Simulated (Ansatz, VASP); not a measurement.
**Ta in VASP and in Ansatz**

```
Ta
1.0
     0.00000    2.10364    2.10364
     2.10364    0.00000    2.10364
     2.10364    2.10364    0.00000
Ta
1
Direct
  0.00000 0.00000 0.00000
```

Alike in both runs: task single point; functional BLYP; k mesh 14 × 14 × 14; occupations fermi-dirac, width 0.1 eV; no spin polarisation.

|  | VASP | Ansatz |
| --- | --- | --- |
| version | VASP 6.6.1 | Ansatz 0.2.0 |
| potentials or method | VASP PAW PBE potentials, release 64 (Ta_pv), cutoff 520 eV | plane waves (420 eV) with PAW, scalar-relativistic |
| valence electrons in the cell | 11 | 13 |

Ansatz gave:

- pressure (GPa): 7.9

What did VASP give for the same quantities?

Pressure (GPa): 8.9.

VASP's potentials were made for PBE, not for BLYP. The functional is the same, so the differences come from potentials, cutoffs and numerics. VASP's potentials hold 11 valence electrons a cell and Ansatz's 13, so a difference there can come from the potentials and not from the codes.

Spin-orbit coupling is off throughout.
